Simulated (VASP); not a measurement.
Set up this calculation in VASP 6.6.1, as the native input.

| Property | Result |
| --- | --- |
| Task | single point |
| Functional | PBE |
| Potentials or basis | VASP PAW PBE potentials, release 64 (Ta_pv, Te) |
| Cutoff | 520 eV |
| k mesh | 6 × 6 × 6 |
| Occupations | gaussian, width 0.05 eV |
| Spin | collinear spin, ferromagnetic start |
| Starting moments | [0.28, 0.0] μB |
| Dipole correction | no |
| Further INCAR settings | ALGO = Normal; EDIFF = 1e-06; NBANDS = 20 |

The structure of TaTe lies in POSCAR:

```
TaTe
1.0
    0.0000000000      2.8610161455      2.8610161455
    2.8610161455      0.0000000000      2.8610161455
    2.8610161455      2.8610161455      0.0000000000
Ta Te
1 1
Direct
    0.5000000000      0.5000000000      0.5000000000
    0.0000000000      0.0000000000      0.0000000000
```

The input as run:

INCAR

```
SYSTEM = TaTe
ALGO = Normal
EDIFF = 1E-6
ENCUT = 520
GGA = PE
ISIF = 2
ISMEAR = 0
ISPIN = 2
LASPH = .TRUE.
LCHARG = .FALSE.
LMAXMIX = 4
LORBIT = 11
LREAL = .FALSE.
LWAVE = .FALSE.
MAGMOM = 0.28 0
NBANDS = 20
NELM = 150
PREC = Accurate
SIGMA = 0.05
```

KPOINTS

```
k-points
0
G
  6 6 6
  0 0 0
```

Potentials or basis: VASP PAW PBE potentials, release 64 (Ta_pv, Te).

The run is started by

```bash
$ cat potpaw_PBE.64/Ta_pv/POTCAR potpaw_PBE.64/Te/POTCAR > POTCAR
$ mpirun -np 1 vasp_std > vasp.out
```

Results of the run:

```json
{"Pressure": "-1.6 GPa", "Net moment": "0.34 μB per cell", "Site moments": "Ta +0.24; Te -0.00 μB", "Valence electrons inside the program's atomic spheres": "Ta 8.75; Te 3.48"}
```

Run time: 16 s on 1 thread of Intel(R) Xeon(R) 6975P-C (Granite Rapids) (shared host), peak memory 0.19 GiB.
